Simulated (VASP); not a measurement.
Runs of VASP 6.6.1 on CuI (Marshite). The structure is that of space group F-43m (No. 216), or close to it. The cells are those of the table. 

```csv
cell,gap on the mesh (eV),pressure (GPa)
"a = 4.108 Å, angles 60.0°, 2 atoms",1.52,(a)
"a = 4.170 Å, angles 60.0°, 2 atoms",1.38,(b)
"a = 4.344 Å, angles 60.0°, 2 atoms",1.04,-0.7
"a = 4.287 Å, angles 60.0°, 2 atoms",1.14,0.3
"a = 4.452 Å, angles 60.0°, 2 atoms",0.88,-3.1
"a = 4.229 Å, angles 60.0°, 2 atoms",1.25,2.2
"a = 4.399 Å, angles 60.0°, 2 atoms",0.95,(c)
```

Alike in all rows: task single point; level PBE; potentials or basis VASP PAW PBE potentials, release 64 (Cu, I); no spin polarisation; k mesh 6 × 6 × 6; cutoff (eV) 520; smearing gaussian 0.01 eV.

Q: Fill in the values left out.

A: (a) 7.6; (b) 4.6; (c) -2.2.

Caveats: spin-orbit coupling is left out, which moves the levels of the heavy elements.

A k mesh can miss the band edges, and the runs leave out spin-orbit coupling on I.
